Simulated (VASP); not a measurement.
Set up this calculation in VASP 6.6.1, as the native input.

| Quantity | Value |
| --- | --- |
| Task | single point |
| Functional | PBE |
| Potentials or basis | VASP PAW PBE potentials, release 64 (Bi_d) |
| Cutoff | 520 eV |
| k mesh | 11 × 11 × 11 |
| Occupations | fermi-dirac, width 0.05 eV |
| Spin | no spin polarisation |
| Dipole correction | no |
| Further INCAR settings | ALGO = Normal; EDIFF = 1e-07; NBANDS = 22 |

The structure of Bi lies in POSCAR:

```
Bi
1.0
    0.0000000000      2.9858039828      2.9858039828
    2.9858039828      0.0000000000      2.9858039828
    2.9858039828      2.9858039828      0.0000000000
Bi
2
Direct
   -0.1250000000     -0.1250000000     -0.1250000000
    0.1250000000      0.1250000000      0.1250000000
```

This isn't the form of Bi at room conditions, which is rhombohedral.

The input as run:

INCAR

```
PREC = Accurate ; ENCUT = 520
EDIFF = 1E-7 ; ISMEAR = -1
SIGMA = 0.05 ; LREAL = False
LASPH = True ; NELM = 60
ALGO = Normal ; ISIF = 2
LWAVE = False ; LCHARG = True
GGA = PE ; LELF = True
LVHAR = True ; NBANDS = 22
```

KPOINTS

```
regular mesh
0
Gamma
  11 11 11
```

Potentials or basis: VASP PAW PBE potentials, release 64 (Bi_d).

Run with:

```sh
$ cat potpaw_PBE.64/Bi_d/POTCAR > POTCAR
$ mpirun -np 1 vasp_std > vasp.out
```

It gave:

```
Pressure               : 63.2 GPa
Band gap on the k mesh : zero (bands 15 and 16 overlap by 1.98 eV)
```

Caveat: the cell stands under pressure; spin-orbit coupling is left out, which moves the levels of the heavy elements.

Run time: 63 s on 1 thread of Intel Xeon 8259CL, with other jobs on the host, peak memory 0.2 GiB.
